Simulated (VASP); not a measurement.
# BaTiO3 (R3m) in VASP: single point with PBE

Aim: the single point of BaTiO3 with PBE.

Everything below comes from runs of VASP 6.6.1. Logs are shortened: lines on timing, memory, paths and dates and some standing lists are left out, and cuts for length are marked.

## 1. The cell of the first run

The structure is trigonal, space group R3m (No. 160). Conventional cell: a = 5.726 Å, b = 5.726 Å, c = 7.070 Å, α = 90.00°, β = 90.00°, γ = 120.00°. Ba (site symmetry 3m) has 12 O at 2.78 to 2.98 Å and 8 Ti at 3.43 to 3.64 Å within 3.7 Å. Ti (site symmetry 3m) has 6 O at 1.87 to 2.21 Å within 2.5 Å. O (site symmetry m) has 2 Ti at 1.87 to 2.21 Å within 2.5 Å.

## 2. Single point, PBE

INCAR reads:

```
SYSTEM = BaTiO3
  ALGO = Normal
  EDIFF = 1E-6
  ENCUT = 1340
  GGA = PE
  GGA_COMPAT = .FALSE.
  ISIF = 2
  ISMEAR = 0
  LASPH = .TRUE.
  LCHARG = .FALSE.
  LREAL = .FALSE.
  LWAVE = .FALSE.
  NBANDS = 28
  NELM = 120
  PREC = Accurate
  SIGMA = 0.01
```

KPOINTS reads:

```
k-points
0
G
  9 9 9
  0 0 0
```

POSCAR reads:

```
BaTiO3
1.0
    2.8631729961      1.6530537000      2.3565033098
   -2.8631729961      1.6530537000      2.3565033098
    0.0000000000     -3.3061074001      2.3565033098
Ba Ti O
1 1 3
Direct
   -0.0054045580     -0.0054045580     -0.0054045580
    0.4803536279      0.4803536279      0.4803536279
    0.5112009885      0.5112009885      0.0218489532
    0.0218489532      0.5112009885      0.5112009885
    0.5112009885      0.0218489532      0.5112009885
```

Potentials or basis: VASP PAW PBE potentials, release 64 (Ba_sv, Ti_sv, O_h).

The run is started by

```console
$ cat potpaw_PBE.64/Ba_sv/POTCAR potpaw_PBE.64/Ti_sv/POTCAR potpaw_PBE.64/O_h/POTCAR > POTCAR
$ mpirun -np 1 vasp_std > vasp.out
```

OUTCAR:

```text
SYSTEM = BaTiO3
   EDIFF = 1E-6
   ENCUT = 1340
   GGA = PE
   ISIF = 2
   ISMEAR = 0
   LASPH = .TRUE.
   LREAL = .FALSE.
   NELM = 120
   PREC = Accurate

 ion  position               nearest neighbor table
   1  0.995  0.995  0.995-   3 2.78   4 2.78   5 2.78   4 2.87   5 2.87   5 2.87   4 2.87   3 2.87
                             3 2.87   3 2.98   4 2.98   5 2.98   2 3.43   2 3.48   2 3.48   2 3.48
   2  0.480  0.480  0.480-   4 1.87   5 1.87   3 1.87   5 2.21   4 2.21   3 2.21   1 3.43   1 3.48
                             1 3.48   1 3.48   1 3.54   1 3.54   1 3.54   1 3.64
   3  0.511  0.511  0.022-   2 1.87   2 2.21   1 2.78   1 2.87   1 2.87   1 2.98
   4  0.022  0.511  0.511-   2 1.87   2 2.21   1 2.78   1 2.87   1 2.87   1 2.98
   5  0.511  0.022  0.511-   2 1.87   2 2.21   1 2.78   1 2.87   1 2.87   1 2.98

  LATTYP: Found a trigonal (rhomboedric) cell.
 ALAT       =     4.0599820184
 COS(alpha) =     0.0053347301

  Lattice vectors:

 A1 = (   2.8631729961,   1.6530537000,   2.3565033098)
 A2 = (  -2.8631729961,   1.6530537000,   2.3565033098)
 A3 = (   0.0000000000,  -3.3061074001,   2.3565033098)

Analysis of symmetry for initial positions (statically):
=====================================================================
 Subroutine PRICEL returns:
 Original cell was already a primitive cell.

 Routine SETGRP: Setting up the symmetry group for a
 trigonal (rhombohedral) supercell.

 Subroutine GETGRP returns: Found  6 space group operations
 (whereof  6 operations were pure point group operations)
 out of a pool of 12 trial point group operations.

The static configuration has the point symmetry C_3v.

Analysis of symmetry for dynamics (positions and initial velocities):
=====================================================================
 Subroutine PRICEL returns:
 Original cell was already a primitive cell.

 Routine SETGRP: Setting up the symmetry group for a
 trigonal (rhombohedral) supercell.

 Subroutine GETGRP returns: Found  6 space group operations
 (whereof  6 operations were pure point group operations)
 out of a pool of 12 trial point group operations.

The dynamic configuration has the point symmetry C_3v.

 Subroutine INISYM returns: Found  6 space group operations
 (whereof  6 operations are pure point group operations),
 and found     1 'primitive' translations

----------------------------------------------------------------------------------------

                                     Primitive cell

  volume of cell :      66.9197

  direct lattice vectors                    reciprocal lattice vectors
     2.863172996  1.653053700  2.356503310     0.174631432  0.100823504  0.141452521
    -2.863172996  1.653053700  2.356503310    -0.174631432  0.100823504  0.141452521
     0.000000000 -3.306107400  2.356503310     0.000000000 -0.201647008  0.141452521

  length of vectors
     4.059982018  4.059982018  4.059982018     0.246313482  0.246313482  0.246313482

  position of ions in fractional coordinates (direct lattice)
     0.994595442  0.994595442  0.994595442
     0.480353628  0.480353628  0.480353628
     0.511200989  0.511200989  0.021848953
     0.021848953  0.511200989  0.511200989
     0.511200989  0.021848953  0.511200989

  ion indices of the primitive-cell ions
   primitive index   ion index
                 1           1
                 2           2
                 3           3
                 4           4
                 5           5

----------------------------------------------------------------------------------------

 KPOINTS: k-points

Automatic generation of k-mesh.
 Grid dimensions read from file:
 generate k-points for:    9    9    9

 Generating k-lattice:

  Cartesian coordinates                     Fractional coordinates (reciprocal lattice)
     0.019403492  0.011202612  0.015716947     0.111111111  0.000000000  0.000000000
    -0.019403492  0.011202612  0.015716947     0.000000000  0.111111111  0.000000000
     0.000000000 -0.022405223  0.015716947     0.000000000  0.000000000  0.111111111

  Length of vectors
     0.027368165  0.027368165  0.027368165

  Shift w.r.t. Gamma in fractional coordinates (k-lattice)
     0.000000000  0.000000000  0.000000000

 Subroutine IBZKPT returns following result:
 ===========================================

 Found     85 irreducible k-points:

 Following reciprocal coordinates:
            Coordinates               Weight
  0.000000  0.000000  0.000000      1.000000
  0.111111  0.000000  0.000000      6.000000
  0.222222  0.000000  0.000000      6.000000
  0.333333  0.000000  0.000000      6.000000
  0.444444  0.000000  0.000000      6.000000
  0.111111  0.111111  0.000000      6.000000
[... 16 lines left out ...]
 -0.333333  0.333333  0.000000      6.000000
  0.444444  0.444444 -0.000000      6.000000
 [... further k-points ...]
   k-points           NKPTS =     85   k-points in BZ     NKDIM =     85   number of bands    NBANDS=     28
   number of dos      NEDOS =    301   number of ions     NIONS =      5
   total plane-waves  NPLWV = 110592
   dimension x,y,z NGX =    48 NGY =   48 NGZ =   48
   dimension x,y,z NGXF=    96 NGYF=   96 NGZF=   96
   ions per type =               1   1   3
   NGX,Y,Z   is equivalent  to a cutoff of  19.65, 19.65, 19.65 a.u.
   NGXF,Y,Z  is equivalent  to a cutoff of  39.31, 39.31, 39.31 a.u.
 SYSTEM =  BaTiO3
   PREC   = accura    normal or accurate (medium, high low for compatibility)
   ISTART =      0    job   : 0-new  1-cont  2-samecut
   ICHARG =      2    charge: 1-file 2-atom 10-const
   ISPIN  =      1    spin polarized calculation?
   LNONCOLLINEAR =      F non collinear calculations
   LSORBIT =      F    spin-orbit coupling
   LASPH  =      T    aspherical Exc in radial PAW
   ENCUT  = 1340.0 eV  98.49 Ry    9.92 a.u.  12.12 12.12 12.12*2*pi/ulx,y,z
   NELM   =    120;   NELMIN=  2; NELMDL= -5     # of ELM steps
   EDIFF  = 0.1E-05   stopping-criterion for ELM
   LREAL  =      F    real-space projection
   EDIFFG = 0.1E-04   stopping-criterion for IOM
   NSW    =      0    number of steps for IOM
   IBRION =     -1    ionic relax: 0-MD 1-quasi-New 2-CG
   NFREE  =      0    steps in history (QN), initial steepest desc. (CG)
   ISIF   =      2    stress and relaxation
   ISYM   =      2    0-nonsym 1-usesym 2-fastsym
   POTIM  = 0.5000    time-step for ionic-motion
   TEBEG  =    0.0;   TEEND  =   0.0 temperature during run
   PSTRESS=    0.0 pullay stress
   NELECT =      40.0000    total number of electrons
   NUPDOWN=      -1.0000    fix difference up-down
   EMIN   =  10.00;   EMAX   =-10.00  energy-range for DOS
   EFERMI =   0.00;   METHOD = LEGACY
   ISMEAR =     0;   SIGMA  =   0.01  broadening in eV -4-tet -1-fermi 0-gaus
   EFERMI_NEDOS =   21; number of points for ismear=-14 and -15
   IALGO  =     38    algorithm
   IMIX   =      4    mixing-type and parameters
     AMIX     =   0.40;   BMIX     =  1.00
     AMIX_MAG =   1.60;   BMIX_MAG =  1.00
  volume/ion in A,a.u.               =      13.38        90.32
  Fermi-wavevector in a.u.,A,eV,Ry     =   1.379040  2.606008 25.874899  1.901751
  Thomas-Fermi vector in A             =   2.504046
   LORBIT       =      0    0 simple, 1 ext, 2 COOP (PROOUT), +10 PAW based schemes
   GGA     = PE    functional components
   LHFCALC =     F    Hartree Fock is set to
   AEXX    =    0.0000 exact exchange contribution
   IVDW    =     0    specifies the selected vdW correction
   LEPSILON=     F    determine dielectric tensor
   LRPA    =     F    only Hartree local field effects (RPA)
 non-spin polarized calculation
 Gauss-broadening in eV      SIGMA  =   0.01
  energy-cutoff  :     1340.00
  volume of cell :       66.92
 maximum number of plane-waves:      7479
   NGX = 25   NGY = 25   NGZ = 25

 number of electron      39.9999997 magnetization

 Free energy of the ion-electron system (eV)
  ---------------------------------------------------
  ext. energy  EPLUGINS =         0.00000000
  ---------------------------------------------------
  free energy    TOTEN  =       -40.08565210 eV

  energy without entropy =      -40.08565210  energy(sigma->0) =      -40.08565210

 E-fermi :   3.7885     XC(G=0): -11.0104

 val. band max:        3.7352368091   @ k =   0.4444   0.4444   0.4444
 cond. band min:       6.3527260252   @ k =   0.1111   0.0000   0.0000
 fundamental gap:      2.6174892161
 Fermi energy:         3.7885292809

 k-point     1 :       0.0000    0.0000    0.0000
  band No.  band energies     occupation
      1     -52.5191      2.00000
      2     -28.7748      2.00000
      3     -28.7720      2.00000
      4     -28.7720      2.00000
      5     -21.1245      2.00000
      6     -12.9327      2.00000
[... 20 lines left out ...]
     27       8.8356      0.00000
     28      10.6886      0.00000

 k-point     2 :       0.1111    0.0000    0.0000
  band No.  band energies     occupation
      1     -52.5190      2.00000
      2     -28.7784      2.00000
      3     -28.7733      2.00000
      4     -28.7718      2.00000
      5     -21.1137      2.00000
      6     -12.9341      2.00000
[... 20 lines left out ...]
     27       9.0612      0.00000
     28      10.9801      0.00000

 k-point     3 :       0.2222    0.0000    0.0000
  band No.  band energies     occupation
      1     -52.5188      2.00000
      2     -28.7910      2.00000
      3     -28.7730      2.00000
      4     -28.7713      2.00000
      5     -21.0861      2.00000
      6     -12.9630      2.00000
[... 20 lines left out ...]
     27       9.6666      0.00000
     28      11.7794      0.00000

 k-point     4 :       0.3333    0.0000    0.0000
  band No.  band energies     occupation
      1     -52.5185      2.00000
      2     -28.8055      2.00000
      3     -28.7725      2.00000
      4     -28.7708      2.00000
      5     -21.0543      2.00000
      6     -13.0299      2.00000
[... 578 lines left out ...]
     27      11.7785      0.00000
     28      12.8715      0.00000

 k-point    23 :      -0.3333    0.3333    0.0000
  band No.  band energies     occupation
      1     -52.5179      2.00000
      2     -28.8048      2.00000
      3     -28.8023      2.00000
      4     -28.7704      2.00000
      5     -21.0014      2.00000
      6     -12.7854      2.00000
[... 20 lines left out ...]
     27      11.8773      0.00000
     28      12.3123      0.00000

 k-point    24 :       0.4444    0.4444   -0.0000
  band No.  band energies     occupation
      1     -52.5176      2.00000
      2     -28.8130      2.00000
      3     -28.8113      2.00000
      4     -28.7697      2.00000
      5     -20.9721      2.00000
      6     -12.6051      2.00000
[... 20 lines left out ...]
     27      11.7107      0.00000
     28      13.2160      0.00000

 [... further k-points ...]

------------------------ aborting loop because EDIFF is reached ----------------------------------------

  FORCE on cell =-STRESS in cart. coord.  units (eV):
  Direction    XX          YY          ZZ          XY          YZ          ZX
  --------------------------------------------------------------------------------------
  -------------------------------------------------------------------------------------
  Total        0.5465622      0.5465622      0.5526654      0.0000000     -0.0000000      0.0000000
  in kB       13.0856805     13.0856805     13.2318023      0.0000000     -0.0000000      0.0000000
  external PRESSURE =      13.1343878 kB  Pullay stress =       0.0000000 kB

 VOLUME and BASIS-vectors are now :
 -----------------------------------------------------------------------------
  energy-cutoff  :     1340.00
  volume of cell :       66.92
      direct lattice vectors                 reciprocal lattice vectors
     2.863172996  1.653053700  2.356503310     0.174631432  0.100823504  0.141452521
    -2.863172996  1.653053700  2.356503310    -0.174631432  0.100823504  0.141452521
     0.000000000 -3.306107400  2.356503310     0.000000000 -0.201647008  0.141452521

 POSITION                                       TOTAL-FORCE (eV/Angst)
 -----------------------------------------------------------------------------------
      0.00000     -0.00000      7.03130        -0.000000     -0.000000      0.046577
      0.00000     -0.00000      3.39586        -0.000000     -0.000000      0.050242
      0.00000      1.61785      2.46078        -0.000000      0.016487     -0.032273
     -1.40110     -0.80893      2.46078        -0.014278     -0.008243     -0.032273
      1.40110     -0.80893      2.46078         0.014278     -0.008243     -0.032273
 -----------------------------------------------------------------------------------
    total drift:                               -0.000000      0.000000      0.000672

  FREE ENERGIE OF THE ION-ELECTRON SYSTEM (eV)
  ---------------------------------------------------
  free  energy   TOTEN  =       -40.0856520990 eV

  energy  without entropy=      -40.0856520990  energy(sigma->0) =      -40.08565210
```

Wall time 4.4 min (1 thread of Intel Xeon 6975P-C (Granite Rapids), shared host); peak memory 0.8 GiB.

Results:

| Item | Value |
| --- | --- |
| Free energy | -40.0857 eV |
| Pressure | 1.3 GPa |
| Largest force | 0.050 eV/Å |
| Band gap on the k mesh | 2.62 eV (least direct gap 3.06 eV) |

Forces in eV/Å, atoms in the order of the input:
```
Ba   0.000  0.000  0.047
Ti   0.000  0.000  0.050
O    0.000  0.016 -0.032
O   -0.014 -0.008 -0.032
O    0.014 -0.008 -0.032
```

Caveat: spin-orbit coupling is left out, which moves the levels of the heavy elements. A k mesh can miss the band edges.
